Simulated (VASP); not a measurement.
# Fe (I4/mmm) in VASP: a series of runs, part 2 of 2

VASP 6.6.1. Earlier steps stand in the parts before.

### Step 4. Single point, PBE, collinear spin, ferromagnetic start (volume 11.957 Å^3 an atom, c/a of the conventional cell 1.0776)

File INCAR:

```
PREC     = Accurate       # precision mode
ENCUT    = 520            # plane-wave cutoff, eV
EDIFF    = 1E-6           # SCF threshold, eV
ISMEAR   = 0              # smearing method
SIGMA    = 0.15           # smearing width, eV
LREAL    = F              # projectors in reciprocal space
LASPH    = T              # aspherical terms in the spheres
NELM     = 150            # most SCF steps
ALGO     = Normal         # electronic algorithm
ISIF     = 2              # what is computed and relaxed
LWAVE    = F              # write WAVECAR
LCHARG   = F              # write CHGCAR
ISPIN    = 2              # spin polarisation
MAGMOM   = 2.44           # initial moments
LORBIT   = 11             # projections on sites
LMAXMIX  = 4              # l up to which the mixer works
GGA      = PE             # functional
NBANDS   = 14             # bands
```

File KPOINTS:

```
regular mesh
0
Gamma
  12 12 12
```

File POSCAR:

```
Fe
1.0
   -1.4050816166      1.4050816166      1.5141159501
    1.4050816166     -1.4050816166      1.5141159501
    1.4050816166      1.4050816166     -1.5141159501
Fe
1
Direct
    0.0000000000      0.0000000000      0.0000000000
```

Potentials or basis: VASP PAW PBE potentials, release 64 (Fe).

Launch:

```console
> cat potpaw_PBE.64/Fe/POTCAR > POTCAR
> mpirun -np 1 vasp_std > vasp.out
```

OUTCAR:

```text
PREC = Accurate
   ENCUT = 520
   EDIFF = 1E-6
   ISMEAR = 0
   LREAL = F
   LASPH = T
   NELM = 150
   ISIF = 2
   ISPIN = 2
   LORBIT = 11
   GGA = PE

 ion  position               nearest neighbor table
   1  0.000  0.000  0.000-

  LATTYP: Found a body centered tetragonal cell.
 ALAT       =     2.8101632332
 C/A-ratio  =     1.0776000000

  Lattice vectors:

 A1 = (  -1.4050816166,   1.4050816166,   1.5141159501)
 A2 = (   1.4050816166,  -1.4050816166,   1.5141159501)
[... 1023 lines left out ...]
  --------------------------------------------------------------------------------------
  -------------------------------------------------------------------------------------
  Total       -0.4202534     -0.4202534     -0.8658151      0.0000000      0.0000000      0.0000000
  in kB      -56.3118280    -56.3118280   -116.0148268      0.0000000      0.0000000      0.0000000
  external PRESSURE =     -76.2128276 kB  Pullay stress =       0.0000000 kB

 VOLUME and BASIS-vectors are now :
 -----------------------------------------------------------------------------
  energy-cutoff  :      520.00
  volume of cell :       11.96
      direct lattice vectors                 reciprocal lattice vectors
    -1.405081617  1.405081617  1.514115950     0.000000000  0.355851215  0.330225700
     1.405081617 -1.405081617  1.514115950     0.355851215  0.000000000  0.330225700
     1.405081617  1.405081617 -1.514115950     0.355851215  0.355851215  0.000000000

 POSITION                                       TOTAL-FORCE (eV/Angst)
 -----------------------------------------------------------------------------------
      0.00000      0.00000      0.00000         0.000000     -0.000000      0.000000
 -----------------------------------------------------------------------------------
    total drift:                                0.000000     -0.000000      0.000000

  FREE ENERGIE OF THE ION-ELECTRON SYSTEM (eV)
  ---------------------------------------------------
  free  energy   TOTEN  =        -8.2223238024 eV

  energy  without entropy=       -8.2122293777  energy(sigma->0) =       -8.21727659

 total charge

# of ion       s       p       d       tot
------------------------------------------
    1        0.467   0.497   6.204   7.168

 magnetization (x)

# of ion       s       p       d       tot
------------------------------------------
    1       -0.014  -0.055   2.388   2.319
```

OSZICAR:

```text
N       E                     dE             d eps       ncg     rms          rms(c)
DAV:   1     0.218397194543E+02    0.21840E+02   -0.38014E+03  9970   0.687E+02
DAV:   2    -0.828990528391E+01   -0.30130E+02   -0.27660E+02  9914   0.127E+02
DAV:   3    -0.924264867926E+01   -0.95274E+00   -0.94709E+00 11186   0.234E+01
DAV:   4    -0.924605104239E+01   -0.34024E-02   -0.34021E-02 10508   0.127E+00
DAV:   5    -0.924606757645E+01   -0.16534E-04   -0.16534E-04 11272   0.902E-02    0.108E+01
DAV:   6    -0.832924667816E+01    0.91682E+00   -0.11594E+01 11408   0.386E+01    0.636E+00
DAV:   7    -0.823079519472E+01    0.98451E-01   -0.95339E-01 11252   0.105E+01    0.343E+00
DAV:   8    -0.822843305025E+01    0.23621E-02   -0.13904E-02 10844   0.686E-01    0.148E+00
DAV:   9    -0.822192352562E+01    0.65095E-02   -0.13470E-02 12058   0.681E-01    0.441E-01
DAV:  10    -0.822228491749E+01   -0.36139E-03   -0.17825E-03 10442   0.373E-01    0.145E-01
DAV:  11    -0.822231816526E+01   -0.33248E-04   -0.53362E-04 10850   0.177E-01    0.525E-02
DAV:  12    -0.822232306066E+01   -0.48954E-05   -0.13530E-05 11156   0.424E-02    0.139E-02
DAV:  13    -0.822232423694E+01   -0.11763E-05   -0.16377E-06  8250   0.102E-02    0.806E-03
DAV:  14    -0.822232380242E+01    0.43453E-06   -0.16911E-07  4918   0.450E-03
   1 F= -.82223238E+01 E0= -.82172766E+01  d E =-.100944E-01  mag=     2.3119
```

stdout:

```text
POSCAR found type information on POSCAR Fe
 POSCAR found :  1 types and       1 ions
 scaLAPACK will be used
 LDA part: xc-table for (Slater+PW92), standard interpolation
 POSCAR, INCAR and KPOINTS ok, starting setup
 FFT: planning ... GRIDC
 FFT: planning ... GRID_SOFT
 FFT: planning ... GRID
 WAVECAR not read
 entering main loop
```

Wall time 63 s (1 thread of AMD EPYC 7R43 (Zen 3), shared host); peak memory 0.12 GiB.

What came out:

```
Free energy                                           : -8.2223 eV
Pressure                                              : -7.6 GPa
Net moment                                            : 2.31 μB per cell
Site moments                                          : Fe +2.32 μB
Valence electrons inside the program's atomic spheres : Fe 7.17
```

Stress tensor (GPa, compression positive):
```
 -5.63   0.00   0.00
  0.00  -5.63   0.00
  0.00   0.00 -11.60
```

### Step 5. Single point, PBE, collinear spin, ferromagnetic start (volume 12.259 Å^3 an atom, c/a of the conventional cell 1.1612)

File INCAR:

```
PREC = Accurate ; ENCUT = 520
EDIFF = 1E-6 ; ISMEAR = 0
SIGMA = 0.15 ; LREAL = F
LASPH = T ; NELM = 150
ALGO = Fast ; ISIF = 2
LWAVE = F ; LCHARG = T
ISPIN = 2 ; MAGMOM = 2.44
LORBIT = 11 ; LMAXMIX = 4
GGA = PE ; LELF = T
LVHAR = T ; NBANDS = 14
```

KPOINTS is that of step 4.

File POSCAR:

```
Fe
1.0
   -1.3819617057      1.3819617057      1.6047339326
    1.3819617057     -1.3819617057      1.6047339326
    1.3819617057      1.3819617057     -1.6047339326
Fe
1
Direct
    0.0000000000      0.0000000000      0.0000000000
```

Launch:

```console
> cat potpaw_PBE.64/Fe/POTCAR > POTCAR
> mpirun -np 1 vasp_std > vasp.out
```

It took 84 s on 1 thread of AMD EPYC 7R43 (Zen 3), shared host; peak memory 0.12 GiB.

It converged, with:

| Item | Value |
| --- | --- |
| Free energy | -8.1747 eV |
| Pressure | -8.7 GPa |
| Net moment | 2.42 μB per cell |
| Site moments | Fe +2.43 μB |
| Valence electrons inside the program's atomic spheres | Fe 7.12 |

Stress tensor (GPa, compression positive):
```
 -5.46   0.00   0.00
  0.00  -5.46   0.00
  0.00   0.00 -15.26
```

Levels at points of the mesh, in eV from the Fermi level:
Spin up:
```csv
k point,band 2,band 3,band 4,band 5,band 6,band 7,band 8,band 9
"(0.00, 0.00, 0.00)",-2.35,-2.35,-1.80,-1.56,-0.98,22.58,25.00,25.00
"(0.50, 0.00, 0.00)",-2.86,-1.70,-0.75,0.01,0.22,6.24,18.93,20.66
"(0.50, 0.50, 0.00)",-3.70,-0.71,-0.66,0.21,1.34,7.71,15.78,16.39
"(0.50, 0.50, 0.50)",-4.30,-0.30,0.00,0.00,6.04,11.28,11.28,12.59
```
Spin down:
```tsv
k point	band 1	band 2	band 3	band 4	band 5	band 6
(0.00, 0.00, 0.00)	-7.86	-0.26	-0.26	0.63	1.13	2.08
(0.50, 0.00, 0.00)	-3.22	-0.78	0.29	1.02	2.13	2.55
(0.50, 0.50, 0.00)	-3.09	-1.91	1.47	2.23	2.25	2.65
(0.50, 0.50, 0.50)	-2.68	-2.36	2.35	2.41	2.41	6.29
```

### Step 6. Single point, PBE, collinear spin, ferromagnetic start (volume 12.259 Å^3 an atom, c/a of the conventional cell 1.5658)

File INCAR:

```
  PREC = Accurate
  ENCUT = 520
  EDIFF = 1E-6
  ISMEAR = 0
  SIGMA = 0.15
  LREAL = F
  LASPH = T
  NELM = 150
  ALGO = Normal
  ISIF = 2
  LWAVE = F
  LCHARG = T
  ISPIN = 2
  MAGMOM = 2.44
  LORBIT = 11
  LMAXMIX = 4
  GGA = PE
  LELF = T
  LVHAR = T
  NBANDS = 14
```

KPOINTS is that of step 5.

File POSCAR:

```
Fe
1.0
   -1.2508913470      1.2508913470      1.9586456712
    1.2508913470     -1.2508913470      1.9586456712
    1.2508913470      1.2508913470     -1.9586456712
Fe
1
Direct
    0.0000000000      0.0000000000      0.0000000000
```

Potentials or basis: VASP PAW PBE potentials, release 64 (Fe).

Launch:

```console
> cat potpaw_PBE.64/Fe/POTCAR > POTCAR
> mpirun -np 1 vasp_std > vasp.out
```

OUTCAR:

```text
PREC = Accurate
   ENCUT = 520
   EDIFF = 1E-6
   ISMEAR = 0
   LREAL = F
   LASPH = T
   NELM = 150
   ISIF = 2
   ISPIN = 2
   LORBIT = 11
   GGA = PE

 ion  position               nearest neighbor table
   1  0.000  0.000  0.000-

  LATTYP: Found a body centered tetragonal cell.
 ALAT       =     2.5017826940
 C/A-ratio  =     1.5658000001

  Lattice vectors:

 A1 = (  -1.2508913470,   1.2508913470,   1.9586456712)
 A2 = (   1.2508913470,  -1.2508913470,   1.9586456712)
 A3 = (   1.2508913470,   1.2508913470,  -1.9586456712)

Analysis of symmetry for initial positions (statically):
=====================================================================
 Subroutine PRICEL returns:
 Original cell was already a primitive cell.

 Routine SETGRP: Setting up the symmetry group for a
 body centered tetragonal supercell.

 Subroutine GETGRP returns: Found 16 space group operations
 (whereof 16 operations were pure point group operations)
 out of a pool of 16 trial point group operations.

The static configuration has the point symmetry D_4h.

Analysis of symmetry for dynamics (positions and initial velocities):
=====================================================================
 Subroutine PRICEL returns:
 Original cell was already a primitive cell.

 Routine SETGRP: Setting up the symmetry group for a
 body centered tetragonal supercell.

 Subroutine GETGRP returns: Found 16 space group operations
 (whereof 16 operations were pure point group operations)
 out of a pool of 16 trial point group operations.

The dynamic configuration has the point symmetry D_4h.

Analysis of structural, dynamic, and magnetic symmetry:
=====================================================================
 Subroutine PRICEL returns:
 Original cell was already a primitive cell.

 Routine SETGRP: Setting up the symmetry group for a
 body centered tetragonal supercell.

 Subroutine GETGRP returns: Found 16 space group operations
 (whereof 16 operations were pure point group operations)
 out of a pool of 16 trial point group operations.

The overall configuration has the point symmetry D_4h.

 Subroutine INISYM returns: Found 16 space group operations
 (whereof 16 operations are pure point group operations),
 and found     1 'primitive' translations

----------------------------------------------------------------------------------------

                                     Primitive cell

  volume of cell :      12.2590

  direct lattice vectors                    reciprocal lattice vectors
    -1.250891347  1.250891347  1.958645671     0.000000000  0.399714972  0.255278434
     1.250891347 -1.250891347  1.958645671     0.399714972  0.000000000  0.255278434
     1.250891347  1.250891347 -1.958645671     0.399714972  0.399714972  0.000000000

  length of vectors
     2.639270958  2.639270958  2.639270958     0.474277490  0.474277490  0.565282335

  position of ions in fractional coordinates (direct lattice)
     0.000000000  0.000000000  0.000000000

  ion indices of the primitive-cell ions
   primitive index   ion index
                 1           1

----------------------------------------------------------------------------------------

 KPOINTS: regular mesh

Automatic generation of k-mesh.
 Grid dimensions read from file:
 generate k-points for:   12   12   12

 Generating k-lattice:

  Cartesian coordinates                     Fractional coordinates (reciprocal lattice)
[... 59 lines left out ...]
   NELM   =    150;   NELMIN=  2; NELMDL= -5     # of ELM steps
   EDIFF  = 0.1E-05   stopping-criterion for ELM
   LREAL  =      F    real-space projection
[... 7 lines left out ...]
   TEBEG  =    0.0;   TEEND  =   0.0 temperature during run
   PSTRESS=    0.0 pullay stress
   NELECT =       8.0000    total number of electrons
   NUPDOWN=      -1.0000    fix difference up-down
   EMIN   =  10.00;   EMAX   =-10.00  energy-range for DOS
   EFERMI =   0.00;   METHOD = LEGACY
   ISMEAR =     0;   SIGMA  =   0.15  broadening in eV -4-tet -1-fermi 0-gaus
   EFERMI_NEDOS =   21; number of points for ismear=-14 and -15
   IALGO  =     38    algorithm
   IMIX   =      4    mixing-type and parameters
     AMIX     =   0.40;   BMIX     =  1.00
     AMIX_MAG =   1.60;   BMIX_MAG =  1.00
  volume/ion in A,a.u.               =      12.26        82.73
  Fermi-wavevector in a.u.,A,eV,Ry     =   1.419994  2.683399 27.434552  2.016383
  Thomas-Fermi vector in A             =   2.540956
   LORBIT       =     11    0 simple, 1 ext, 2 COOP (PROOUT), +10 PAW based schemes
   GGA     = PE    functional components
   LHFCALC =     F    Hartree Fock is set to
   AEXX    =    0.0000 exact exchange contribution
   IVDW    =     0    specifies the selected vdW correction
   LEPSILON=     F    determine dielectric tensor
   LRPA    =     F    only Hartree local field effects (RPA)
 spin polarized calculation
 Gauss-broadening in eV      SIGMA  =   0.15
  energy-cutoff  :      520.00
  volume of cell :       12.26
 maximum number of plane-waves:       344
   NGX =  9   NGY =  9   NGZ =  9

 number of electron       8.0000003 magnetization       2.5185788

 Free energy of the ion-electron system (eV)
  ---------------------------------------------------
  ext. energy  EPLUGINS =         0.00000000
  ---------------------------------------------------
  free energy    TOTEN  =        -8.11507758 eV

  energy without entropy =       -8.10223938  energy(sigma->0) =       -8.10865848

 E-fermi :   5.2364     XC(G=0): -12.6780

 val. band max:        5.2312981087   @ k =  -0.4167  -0.4167   0.3333
 cond. band min:       5.2384508929   @ k =   0.1667   0.1667   0.0833
 fundamental gap:      0.0071527842
 Fermi energy:         5.2363883934

 spin component 1

 k-point     1 :       0.0000    0.0000    0.0000
  band No.  band energies     occupation
      1      -2.9456      1.00000
      2       2.5989      1.00000
      3       3.1001      1.00000
      4       3.1001      1.00000
      5       3.5383      1.00000
      6       4.0899      1.00000
      7      27.1099      0.00000
      8      29.9684      0.00000
      9      31.3095      0.00000
     10      31.3095      0.00000
     11      33.4459      0.00000
     12      33.4459      0.00000
     13      34.1782      0.00000
     14      35.4798      0.00000
[... 379 lines left out ...]
      3       2.9078      1.00000
      4       3.2407      1.00000
      5       4.7207      1.00000
      6       5.7004      0.00001
      7      14.7620      0.00000
      8      22.9353      0.00000
      9      24.3205      0.00000
     10      26.6372      0.00000
     11      33.6518      0.00000
     12      35.9669      0.00000
     13      38.2260      0.00000
     14      42.7232      0.00000

 [... further k-points ...]

 spin component 2

 k-point     1 :       0.0000    0.0000    0.0000
  band No.  band energies     occupation
      1      -2.7293      1.00000
      2       4.5793      1.00000
      3       5.5775      0.00065
      4       5.5775      0.00065
      5       6.1947      0.00000
      6       7.2503      0.00000
      7      26.7505      0.00000
      8      29.8858      0.00000
      9      31.8896      0.00000
     10      31.8896      0.00000
     11      34.1345      0.00000
     12      34.1346      0.00000
     13      34.8403      0.00000
     14      35.1174      0.00000
[... 379 lines left out ...]
      3       5.1222      0.85920
      4       5.7667      0.00000
      5       7.4811      0.00000
      6       7.7809      0.00000
      7      15.7924      0.00000
      8      23.4447      0.00000
      9      24.7559      0.00000
     10      27.2581      0.00000
     11      34.1421      0.00000
     12      36.5993      0.00000
     13      38.5629      0.00000
     14      43.2294      0.00000

 [... further k-points ...]
[... 5 lines left out ...]
  --------------------------------------------------------------------------------------
  -------------------------------------------------------------------------------------
  Total       -0.5840264     -0.5840264     -0.0400422      0.0000000     -0.0000000      0.0000000
  in kB      -76.3287263    -76.3287263     -5.2332745      0.0000000     -0.0000000      0.0000000
  external PRESSURE =     -52.6302424 kB  Pullay stress =       0.0000000 kB

 VOLUME and BASIS-vectors are now :
 -----------------------------------------------------------------------------
  energy-cutoff  :      520.00
  volume of cell :       12.26
      direct lattice vectors                 reciprocal lattice vectors
    -1.250891347  1.250891347  1.958645671     0.000000000  0.399714972  0.255278434
     1.250891347 -1.250891347  1.958645671     0.399714972  0.000000000  0.255278434
     1.250891347  1.250891347 -1.958645671     0.399714972  0.399714972  0.000000000

 POSITION                                       TOTAL-FORCE (eV/Angst)
 -----------------------------------------------------------------------------------
      0.00000      0.00000      0.00000         0.000000      0.000000      0.000000
 -----------------------------------------------------------------------------------
    total drift:                                0.000000     -0.000000      0.000000

  FREE ENERGIE OF THE ION-ELECTRON SYSTEM (eV)
  ---------------------------------------------------
  free  energy   TOTEN  =        -8.1150775846 eV

  energy  without entropy=       -8.1022393784  energy(sigma->0) =       -8.10865848

 total charge

# of ion       s       p       d       tot
------------------------------------------
    1        0.464   0.482   6.180   7.125

 magnetization (x)

# of ion       s       p       d       tot
------------------------------------------
    1       -0.015  -0.050   2.588   2.523
```

Run time: 87 s. Hardware: 1 thread of AMD EPYC 7R43 (Zen 3), shared host; peak memory 0.13 GiB.

What came out:

```yaml
Free_energy: -8.1151 eV
Pressure: -5.3 GPa
Net_moment: 2.52 μB per cell
Site_moments: Fe +2.52 μB
Valence_electrons_inside_the_program's_atomic_spheres: Fe 7.12
```

Levels at points of the mesh, in eV from the Fermi level:
Spin up:
| k point | band 2 | band 3 | band 4 | band 5 | band 6 | band 7 | band 8 | band 9 |
| --- | --- | --- | --- | --- | --- | --- | --- | --- |
| (0.00, 0.00, 0.00) | -2.64 | -2.14 | -2.14 | -1.70 | -1.15 | 21.87 | 24.73 | 26.07 |
| (0.50, 0.00, 0.00) | -2.71 | -2.25 | -0.67 | -0.32 | -0.03 | 5.96 | 19.10 | 23.17 |
| (0.50, 0.50, 0.00) | -4.20 | -0.64 | -0.54 | 0.19 | 3.29 | 9.93 | 13.22 | 13.38 |
| (0.50, 0.50, 0.50) | -4.03 | -0.67 | -0.32 | -0.32 | 1.14 | 7.52 | 15.51 | 15.51 |
Spin down:
```tsv
k point	band 1	band 2	band 3	band 4	band 5	band 6	band 7
(0.00, 0.00, 0.00)	-7.97	-0.66	0.34	0.34	0.96	2.01	21.51
(0.50, 0.00, 0.00)	-3.31	-0.47	0.09	0.49	2.25	2.34	7.56
(0.50, 0.50, 0.00)	-2.96	-2.24	2.22	2.27	2.54	3.52	11.38
(0.50, 0.50, 0.50)	-3.21	-2.35	1.32	2.47	2.47	2.58	9.04
```

### Step 7. The runs side by side

```tsv
cell	gap on the mesh (eV)	pressure (GPa)	moment (μB)
a = 2.498 Å, angles 107.5, 107.5, 113.5°, 1 atom	none	-7.0	2.34
a = 2.524 Å, angles 116.0, 116.0, 97.0°, 1 atom	none	-3.3	2.44
a = 2.498 Å, angles 111.6, 111.6, 105.4°, 1 atom	none	-7.6	2.31
a = 2.529 Å, angles 113.7, 113.7, 101.2°, 1 atom	none	-8.7	2.42
a = 2.639 Å, angles 123.4, 123.4, 84.2°, 1 atom	none	-5.3	2.52
```

Alike in all rows: task single point; level PBE; potentials or basis VASP PAW PBE potentials, release 64 (Fe); spin collinear, ferromagnetic start; k mesh 12 × 12 × 12; cutoff (eV) 520; smearing gaussian 0.15 eV.

Absolute energies hang on the potentials; compare differences alone.
